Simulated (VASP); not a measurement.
Here is a VASP 6.6.1 calculation.

Contents of INCAR:

```
SYSTEM = WC
PREC     = Accurate       ! precision mode
ENCUT    = 910            ! plane-wave cutoff, eV
EDIFF    = 1E-6           ! SCF threshold, eV
ISMEAR   = 0              ! smearing method
SIGMA    = 0.1            ! smearing width, eV
LREAL    = .FALSE.        ! projectors in reciprocal space
LASPH    = .TRUE.         ! aspherical terms in the spheres
NELM     = 120            ! most SCF steps
ALGO     = Normal         ! electronic algorithm
ISIF     = 2              ! what is computed and relaxed
LWAVE    = .FALSE.        ! write WAVECAR
LCHARG   = .FALSE.        ! write CHGCAR
GGA      = PE             ! functional
IVDW     = 12             ! dispersion correction
NBANDS   = 16             ! bands
GGA_COMPAT= .FALSE.
```

Contents of KPOINTS:

```
regular mesh
0
G
  18 18 14
  0 0 0
```

File POSCAR:

```
WC
1.0
    2.9019056877      0.0000000000      0.0000000000
   -1.4509528438      2.5131240449      0.0000000000
    0.0000000000      0.0000000000      2.8326656512
W C
1 1
Direct
    0.0000000000      0.0000000000      0.0000000000
    0.6666666667      0.3333333333      0.5000000000
```

Potentials or basis: VASP PAW PBE potentials, release 64 (W_sv, C_h).

Run with:

```console
$ cat potpaw_PBE.64/W_sv/POTCAR potpaw_PBE.64/C_h/POTCAR > POTCAR
$ mpirun -np 1 vasp_std > vasp.out
```

**Question.** Estimate the pressure.

**Answer.** 1.1 GPa.

**Question.** What does it give for the band gap on the k mesh?

**Answer.** Zero (bands 9 and 10 overlap by 1.21 eV).

Stress tensor (GPa, compression positive):
```
0.96 0.00 0.00
0.00 0.96 0.00
0.00 0.00 1.25
```

Caveat: the cutoff is under 1.25 times the usual one of these potentials, so pressure, stress and relaxed cells hold a basis-set (Pulay) error; spin-orbit coupling is left out, which moves the levels of the heavy elements.
